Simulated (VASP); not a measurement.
Set up this calculation in VASP 6.6.1, as the native input.

```
Task                   : single point
Functional             : PBE
Potentials or basis    : VASP PAW PBE potentials, release 64 (Ca_sv, As)
Cutoff                 : 520 eV
k mesh                 : 4 × 4 × 4
Occupations            : gaussian, width 0.1 eV
Spin                   : no spin polarisation
Dipole correction      : no
Further INCAR settings : ALGO = Normal; EDIFF = 1e-06; NBANDS = 45
```

The structure of Ca3As lies in POSCAR:

```
Ca3As
1.0
    6.0151872400      0.0000000000      0.0000000000
    0.0000000000      6.0151872400      0.0000000000
    0.0000000000      0.0000000000      6.0151872400
Ca As
6 2
Direct
    0.2500000000      0.0000000000      0.5000000000
    0.5000000000      0.7500000000      0.0000000000
    0.7500000000      0.0000000000      0.5000000000
    0.5000000000      0.2500000000      0.0000000000
    0.0000000000      0.5000000000      0.7500000000
    0.0000000000      0.5000000000      0.2500000000
    0.0000000000      0.0000000000      0.0000000000
    0.5000000000      0.5000000000      0.5000000000
```

The cell was built from a structure type or drawn by symmetry, and may not be a known phase.

These files were run (other wordings do the same):

INCAR

```
SYSTEM = Ca3As
PREC = Accurate
ENCUT = 520
EDIFF = 1E-6
ISMEAR = 0
SIGMA = 0.1
LREAL = .False.
LASPH = .True.
NELM = 80
ALGO = Normal
ISIF = 2
LWAVE = .False.
LCHARG = .False.
GGA = PE
NBANDS = 45
```

KPOINTS

```
regular mesh
0
Gamma
  4 4 4
  0 0 0
```

Potentials or basis: VASP PAW PBE potentials, release 64 (Ca_sv, As).

Launch:

```sh
$ cat potpaw_PBE.64/Ca_sv/POTCAR potpaw_PBE.64/As/POTCAR > POTCAR
$ mpirun -np 1 vasp_std > vasp.out
```

Results of the run:

- Pressure: 2.7 GPa
- Band gap on the k mesh: zero (bands 35 and 36 overlap by 0.34 eV)

Wall time 58 s on 1 thread of Intel(R) Xeon(R) 6975P-C (Granite Rapids), on a shared host, peak memory 0.36 GiB.
